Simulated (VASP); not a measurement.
# SiC (gw) (I-4m2) in VASP: notebook

SiC (gw) is run at these levels: PBEsol; tasks: single point.

Everything below comes from runs of VASP 6.6.1. Logs are shortened: lines on timing, memory, paths and dates and some standing lists are left out, and cuts for length are marked.

## (1) The cell of the first run

The structure is tetragonal, space group I-4m2 (No. 119). The conventional cell has a = 3.069 Å, b = 3.069 Å, c = 4.422 Å, α = 90.00°, β = 90.00°, γ = 90.00°. Within 2.5 Å of Si (site symmetry -4m2) lie 4 C at 1.89 Å. C (site symmetry -4m2) has 4 Si at 1.89 Å within 2.5 Å.

## (2) Single point, PBEsol

INCAR

```
PREC = Accurate ; ENCUT = 600
EDIFF = 1E-6 ; ISMEAR = 0
SIGMA = 0.01 ; LREAL = False
LASPH = True ; NELM = 120
ALGO = Normal ; ISIF = 2
LWAVE = False ; LCHARG = False
GGA = PS ; NBANDS = 11
GGA_COMPAT = False
```

KPOINTS

```
Automatic mesh
0
Gamma
  6 6 6
```

POSCAR

```
SiC
1.0
    0.0000000000      2.1702610700      2.2111066359
    2.1702610700      0.0000000000      2.2111066359
    2.1702610700      2.1702610700      0.0000000000
Si C
1 1
Direct
    0.0000000000      0.0000000000      0.0000000000
    0.2500000000      0.2500000000      0.2500000000
```

Potentials or basis: VASP PAW PBE potentials, release 64 (Si, C).

On the command line:

```console
> cat potpaw_PBE.64/Si/POTCAR potpaw_PBE.64/C/POTCAR > POTCAR
> mpirun -np 1 vasp_std > vasp.out
```

OUTCAR:

```text
PREC = Accurate
   ENCUT = 600
   EDIFF = 1E-6
   ISMEAR = 0
   LREAL = False
   LASPH = True
   NELM = 120
   ISIF = 2
   GGA = PS

 ion  position               nearest neighbor table
   1  0.000  0.000  0.000-   2 1.89   2 1.89   2 1.89   2 1.89
   2  0.250  0.250  0.250-   1 1.89   1 1.89   1 1.89   1 1.89

  LATTYP: Found a body centered tetragonal cell.
 ALAT       =     3.0692126391
 C/A-ratio  =     1.4408298778

  Lattice vectors:

 A1 = (  -2.1702610700,   0.0000000000,   2.2111066359)
 A2 = (   2.1702610700,   0.0000000000,   2.2111066359)
 A3 = (   0.0000000000,   2.1702610700,  -2.2111066359)

Analysis of symmetry for initial positions (statically):
=====================================================================
 Subroutine PRICEL returns:
 Original cell was already a primitive cell.

 Routine SETGRP: Setting up the symmetry group for a
 body centered tetragonal supercell.

 Subroutine GETGRP returns: Found  8 space group operations
 (whereof  8 operations were pure point group operations)
 out of a pool of 16 trial point group operations.

The static configuration has the point symmetry D_2d.

Analysis of symmetry for dynamics (positions and initial velocities):
=====================================================================
 Subroutine PRICEL returns:
 Original cell was already a primitive cell.

 Routine SETGRP: Setting up the symmetry group for a
 body centered tetragonal supercell.

 Subroutine GETGRP returns: Found  8 space group operations
 (whereof  8 operations were pure point group operations)
 out of a pool of 16 trial point group operations.

The dynamic configuration has the point symmetry D_2d.

 Subroutine INISYM returns: Found  8 space group operations
 (whereof  8 operations are pure point group operations),
 and found     1 'primitive' translations

----------------------------------------------------------------------------------------

                                     Primitive cell

  volume of cell :      20.8288

  direct lattice vectors                    reciprocal lattice vectors
     0.000000000  2.170261070  2.211106636    -0.230387029  0.230387029  0.226131111
     2.170261070  0.000000000  2.211106636     0.230387029 -0.230387029  0.226131111
     2.170261070  2.170261070  0.000000000     0.230387029  0.230387029 -0.226131111

  length of vectors
     3.098229441  3.098229441  3.069212639     0.396600108  0.396600108  0.396600108

  position of ions in fractional coordinates (direct lattice)
     0.000000000  0.000000000  0.000000000
     0.250000000  0.250000000  0.250000000

  ion indices of the primitive-cell ions
   primitive index   ion index
                 1           1
                 2           2

----------------------------------------------------------------------------------------

 KPOINTS: Automatic mesh

Automatic generation of k-mesh.
 Grid dimensions read from file:
 generate k-points for:    6    6    6

 Generating k-lattice:

  Cartesian coordinates                     Fractional coordinates (reciprocal lattice)
    -0.038397838  0.038397838  0.037688518     0.166666667  0.000000000  0.000000000
     0.038397838 -0.038397838  0.037688518     0.000000000  0.166666667  0.000000000
     0.038397838  0.038397838 -0.037688518     0.000000000  0.000000000  0.166666667

  Length of vectors
     0.066100018  0.066100018  0.066100018

  Shift w.r.t. Gamma in fractional coordinates (k-lattice)
     0.000000000  0.000000000  0.000000000

 Subroutine IBZKPT returns following result:
 ===========================================

 Found     30 irreducible k-points:

 Following reciprocal coordinates:
            Coordinates               Weight
  0.000000  0.000000  0.000000      1.000000
  0.166667  0.000000  0.000000      8.000000
  0.333333  0.000000  0.000000      8.000000
  0.500000 -0.000000  0.000000      4.000000
  0.166667  0.166667  0.000000      2.000000
  0.333333  0.166667  0.000000      8.000000
[... 16 lines left out ...]
  0.333333  0.000000  0.333333      4.000000
  0.500000  0.000000  0.333333     16.000000
 [... further k-points ...]
   k-points           NKPTS =     30   k-points in BZ     NKDIM =     30   number of bands    NBANDS=     11
   number of dos      NEDOS =    301   number of ions     NIONS =      2
   total plane-waves  NPLWV =  21952
   dimension x,y,z NGX =    28 NGY =   28 NGZ =   28
   dimension x,y,z NGXF=    56 NGYF=   56 NGZF=   56
   ions per type =               1   1
   NGX,Y,Z   is equivalent  to a cutoff of  15.02, 15.02, 15.17 a.u.
   NGXF,Y,Z  is equivalent  to a cutoff of  30.05, 30.05, 30.33 a.u.
 SYSTEM =  unknown system
   PREC   = accura    normal or accurate (medium, high low for compatibility)
   ISTART =      0    job   : 0-new  1-cont  2-samecut
   ICHARG =      2    charge: 1-file 2-atom 10-const
   ISPIN  =      1    spin polarized calculation?
   LNONCOLLINEAR =      F non collinear calculations
   LSORBIT =      F    spin-orbit coupling
   LASPH  =      T    aspherical Exc in radial PAW
   ENCUT  =  600.0 eV  44.10 Ry    6.64 a.u.   6.19  6.19  6.13*2*pi/ulx,y,z
   NELM   =    120;   NELMIN=  2; NELMDL= -5     # of ELM steps
   EDIFF  = 0.1E-05   stopping-criterion for ELM
   LREAL  =      F    real-space projection
   EDIFFG = 0.1E-04   stopping-criterion for IOM
   NSW    =      0    number of steps for IOM
   IBRION =     -1    ionic relax: 0-MD 1-quasi-New 2-CG
   NFREE  =      0    steps in history (QN), initial steepest desc. (CG)
   ISIF   =      2    stress and relaxation
   ISYM   =      2    0-nonsym 1-usesym 2-fastsym
   POTIM  = 0.5000    time-step for ionic-motion
   TEBEG  =    0.0;   TEEND  =   0.0 temperature during run
   PSTRESS=    0.0 pullay stress
   NELECT =       8.0000    total number of electrons
   NUPDOWN=      -1.0000    fix difference up-down
   EMIN   =  10.00;   EMAX   =-10.00  energy-range for DOS
   EFERMI =   0.00;   METHOD = LEGACY
   ISMEAR =     0;   SIGMA  =   0.01  broadening in eV -4-tet -1-fermi 0-gaus
   EFERMI_NEDOS =   21; number of points for ismear=-14 and -15
   IALGO  =     38    algorithm
   IMIX   =      4    mixing-type and parameters
     AMIX     =   0.40;   BMIX     =  1.00
     AMIX_MAG =   1.60;   BMIX_MAG =  1.00
  volume/ion in A,a.u.               =      10.41        70.28
  Fermi-wavevector in a.u.,A,eV,Ry     =   1.190009  2.248791 19.267505  1.416122
  Thomas-Fermi vector in A             =   2.326103
   LORBIT       =      0    0 simple, 1 ext, 2 COOP (PROOUT), +10 PAW based schemes
   GGA     = PS    functional components
   LHFCALC =     F    Hartree Fock is set to
   AEXX    =    0.0000 exact exchange contribution
   IVDW    =     0    specifies the selected vdW correction
   LEPSILON=     F    determine dielectric tensor
   LRPA    =     F    only Hartree local field effects (RPA)
 non-spin polarized calculation
 Gauss-broadening in eV      SIGMA  =   0.01
  energy-cutoff  :      600.00
  volume of cell :       20.83
 maximum number of plane-waves:       717
 NGX is ok and might be reduce to    28
   NGX = 13   NGY = 13   NGZ = 13

 number of electron       8.0000000 magnetization

 Free energy of the ion-electron system (eV)
  ---------------------------------------------------
  ext. energy  EPLUGINS =         0.00000000
  ---------------------------------------------------
  free energy    TOTEN  =       -15.90048311 eV

  energy without entropy =      -15.90048311  energy(sigma->0) =      -15.90048311

 E-fermi :   8.0953     XC(G=0): -11.4752

 val. band max:        8.0346557341   @ k =   0.0000   0.0000   0.0000
 cond. band min:       9.1694743360   @ k =   0.5000   0.0000   0.5000
 fundamental gap:      1.1348186019
 Fermi energy:         8.0953437605

 k-point     1 :       0.0000    0.0000    0.0000
  band No.  band energies     occupation
      1      -7.3855      2.00000
      2       7.9047      2.00000
      3       8.0347      2.00000
      4       8.0347      2.00000
      5      14.0964      0.00000
      6      15.1673      0.00000
      7      15.1673      0.00000
      8      15.2138      0.00000
      9      22.1030      0.00000
     10      22.6872      0.00000
     11      24.1458      0.00000

 k-point     2 :       0.1667    0.0000    0.0000
  band No.  band energies     occupation
      1      -6.8465      2.00000
      2       5.6093      2.00000
      3       7.5952      2.00000
      4       7.7237      2.00000
      5      14.1992      0.00000
      6      15.6724      0.00000
      7      15.7181      0.00000
      8      16.2301      0.00000
      9      20.6676      0.00000
     10      20.9996      0.00000
     11      23.4133      0.00000

 k-point     3 :       0.3333    0.0000    0.0000
  band No.  band energies     occupation
      1      -5.3181      2.00000
      2       1.7999      2.00000
      3       7.0442      2.00000
      4       7.2428      2.00000
      5      13.5267      0.00000
      6      15.4118      0.00000
      7      15.6377      0.00000
      8      17.7582      0.00000
      9      22.0931      0.00000
     10      22.1425      0.00000
     11      23.0307      0.00000

 k-point     4 :       0.5000   -0.0000    0.0000
  band No.  band energies     occupation
      1      -3.8030      2.00000
      2      -0.5759      2.00000
      3       6.8203      2.00000
      4       7.0494      2.00000
      5      13.2650      0.00000
      6      14.9957      0.00000
      7      15.2381      0.00000
      8      17.8714      0.00000
      9      23.8862      0.00000
     10      24.9415      0.00000
     11      25.2042      0.00000
[... 239 lines left out ...]
 k-point    22 :      -0.3333    0.5000    0.1667
  band No.  band energies     occupation
      1      -2.2320      2.00000
      2       0.5676      2.00000
      3       3.5408      2.00000
      4       3.6271      2.00000
      5      12.0318      0.00000
      6      15.1892      0.00000
      7      18.7577      0.00000
      8      19.9390      0.00000
      9      21.9864      0.00000
     10      25.4867      0.00000
     11      28.8649      0.00000

 k-point    23 :       0.3333    0.0000    0.3333
  band No.  band energies     occupation
      1      -4.5787      2.00000
      2       3.0042      2.00000
      3       5.2909      2.00000
      4       5.3365      2.00000
      5      10.4783      0.00000
      6      12.9711      0.00000
      7      19.7073      0.00000
      8      20.2519      0.00000
      9      20.9396      0.00000
     10      25.4359      0.00000
     11      30.0982      0.00000

 k-point    24 :       0.5000    0.0000    0.3333
  band No.  band energies     occupation
      1      -3.0081      2.00000
      2       1.1815      2.00000
      3       3.6073      2.00000
      4       5.1376      2.00000
      5      10.5366      0.00000
      6      13.9561      0.00000
      7      19.7264      0.00000
      8      20.2603      0.00000
      9      22.0892      0.00000
     10      25.9100      0.00000
     11      29.3429      0.00000

 [... further k-points ...]
[... 5 lines left out ...]
  --------------------------------------------------------------------------------------
  -------------------------------------------------------------------------------------
  Total        0.0310439      0.0310439     -0.6018444      0.0000000      0.0000000      0.0000000
  in kB        2.3879356      2.3879356    -46.2946895      0.0000000      0.0000000      0.0000000
  external PRESSURE =     -13.8396061 kB  Pullay stress =       0.0000000 kB

 VOLUME and BASIS-vectors are now :
 -----------------------------------------------------------------------------
  energy-cutoff  :      600.00
  volume of cell :       20.83
      direct lattice vectors                 reciprocal lattice vectors
     0.000000000  2.170261070  2.211106636    -0.230387029  0.230387029  0.226131111
     2.170261070  0.000000000  2.211106636     0.230387029 -0.230387029  0.226131111
     2.170261070  2.170261070  0.000000000     0.230387029  0.230387029 -0.226131111

 POSITION                                       TOTAL-FORCE (eV/Angst)
 -----------------------------------------------------------------------------------
      0.00000      0.00000      0.00000        -0.000000     -0.000000     -0.000000
      1.08513      1.08513      1.10555         0.000000      0.000000      0.000000
 -----------------------------------------------------------------------------------
    total drift:                               -0.000000     -0.000000     -0.000000

  FREE ENERGIE OF THE ION-ELECTRON SYSTEM (eV)
  ---------------------------------------------------
  free  energy   TOTEN  =       -15.9004831087 eV

  energy  without entropy=      -15.9004831087  energy(sigma->0) =      -15.90048311
```

It took 19 s on 1 thread of Intel Xeon 8259CL, shared host; peak memory 0.15 GiB.

Results:

* Free energy: -15.9005 eV
* Pressure: -1.4 GPa
* Band gap on the k mesh: 1.13 eV, indirect (least direct gap 4.41 eV)

Caveat: the PAW data sets were made with another functional, which shifts forces and pressure a little. A k mesh can miss the band edges.

## (3) Single point, PBEsol

INCAR

```
SYSTEM = SiC
ALGO = Normal ; EDIFF = 1E-6
ENCUT = 600 ; GGA = PS
GGA_COMPAT = .False. ; ISIF = 2
ISMEAR = 0 ; LASPH = .True.
LCHARG = .False. ; LREAL = .False.
LWAVE = .False. ; NBANDS = 11
NELM = 120 ; PREC = Accurate
SIGMA = 0.01
```

KPOINTS

```
k-points
0
Gamma
  6 6 6
  0 0 0
```

POSCAR is that of step 2.

Potentials or basis: VASP PAW PBE potentials, release 64 (Si, C).

On the command line:

```console
> cat potpaw_PBE.64/Si/POTCAR potpaw_PBE.64/C/POTCAR > POTCAR
> mpirun -np 1 vasp_std > vasp.out
```

OUTCAR:

```text
SYSTEM = SiC
   EDIFF = 1E-6
   ENCUT = 600
   GGA = PS
   ISIF = 2
   ISMEAR = 0
   LASPH = .True.
   LREAL = .False.
   NELM = 120
   PREC = Accurate

 ion  position               nearest neighbor table
   1  0.000  0.000  0.000-   2 1.89   2 1.89   2 1.89   2 1.89
   2  0.250  0.250  0.250-   1 1.89   1 1.89   1 1.89   1 1.89

  LATTYP: Found a body centered tetragonal cell.
 ALAT       =     3.0692126391
 C/A-ratio  =     1.4408298778

  Lattice vectors:

 A1 = (  -2.1702610700,   0.0000000000,   2.2111066359)
 A2 = (   2.1702610700,   0.0000000000,   2.2111066359)
 A3 = (   0.0000000000,   2.1702610700,  -2.2111066359)

Analysis of symmetry for initial positions (statically):
=====================================================================
 Subroutine PRICEL returns:
 Original cell was already a primitive cell.

 Routine SETGRP: Setting up the symmetry group for a
 body centered tetragonal supercell.

 Subroutine GETGRP returns: Found  8 space group operations
 (whereof  8 operations were pure point group operations)
 out of a pool of 16 trial point group operations.

The static configuration has the point symmetry D_2d.

Analysis of symmetry for dynamics (positions and initial velocities):
[... 164 lines left out ...]
 fundamental gap:      1.1348186019
 Fermi energy:         8.0953437605

 k-point     1 :       0.0000    0.0000    0.0000
  band No.  band energies     occupation
      1      -7.3855      2.00000
      2       7.9047      2.00000
      3       8.0347      2.00000
      4       8.0347      2.00000
      5      14.0964      0.00000
      6      15.1673      0.00000
      7      15.1673      0.00000
      8      15.2138      0.00000
      9      22.1030      0.00000
     10      22.6872      0.00000
     11      24.1458      0.00000
[... 309 lines left out ...]
 k-point    24 :       0.5000    0.0000    0.3333
  band No.  band energies     occupation
      1      -3.0081      2.00000
      2       1.1815      2.00000
      3       3.6073      2.00000
      4       5.1376      2.00000
      5      10.5366      0.00000
      6      13.9561      0.00000
      7      19.7264      0.00000
      8      20.2603      0.00000
      9      22.0892      0.00000
     10      25.9100      0.00000
     11      29.3429      0.00000

 [... further k-points ...]
[... 5 lines left out ...]
  --------------------------------------------------------------------------------------
  -------------------------------------------------------------------------------------
  Total        0.0310439      0.0310439     -0.6018444      0.0000000      0.0000000      0.0000000
  in kB        2.3879356      2.3879356    -46.2946895      0.0000000      0.0000000      0.0000000
  external PRESSURE =     -13.8396061 kB  Pullay stress =       0.0000000 kB

 VOLUME and BASIS-vectors are now :
 -----------------------------------------------------------------------------
  energy-cutoff  :      600.00
  volume of cell :       20.83
      direct lattice vectors                 reciprocal lattice vectors
     0.000000000  2.170261070  2.211106636    -0.230387029  0.230387029  0.226131111
     2.170261070  0.000000000  2.211106636     0.230387029 -0.230387029  0.226131111
     2.170261070  2.170261070  0.000000000     0.230387029  0.230387029 -0.226131111

 POSITION                                       TOTAL-FORCE (eV/Angst)
 -----------------------------------------------------------------------------------
      0.00000      0.00000      0.00000        -0.000000     -0.000000     -0.000000
      1.08513      1.08513      1.10555         0.000000      0.000000      0.000000
 -----------------------------------------------------------------------------------
    total drift:                               -0.000000     -0.000000     -0.000000

  FREE ENERGIE OF THE ION-ELECTRON SYSTEM (eV)
  ---------------------------------------------------
  free  energy   TOTEN  =       -15.9004831087 eV

  energy  without entropy=      -15.9004831087  energy(sigma->0) =      -15.90048311
```

stdout:

```text
POSCAR found type information on POSCAR SiC
 POSCAR found :  2 types and       2 ions
 scaLAPACK will be used
 -----------------------------------------------------------------------------
|                                                                             |
|                                                                             |
|     You enforced a specific xc type in the INCAR file but a different       |
|     I HOPE YOU KNOW WHAT YOU ARE DOING!                                     |
|                                                                             |
 -----------------------------------------------------------------------------

 LDA part: xc-table for (Slater+PW92), standard interpolation
 POSCAR, INCAR and KPOINTS ok, starting setup
 FFT: planning ... GRIDC
 FFT: planning ... GRID_SOFT
 FFT: planning ... GRID
 WAVECAR not read
 entering main loop
```

It took 20 s on 1 thread of Intel Xeon 8259CL, shared host; peak memory 0.15 GiB.

Results:

* Free energy: -15.9005 eV
* Pressure: -1.4 GPa
* Band gap on the k mesh: 1.13 eV, indirect (least direct gap 4.41 eV)

Caveat: the PAW data sets were made with another functional, which shifts forces and pressure a little.
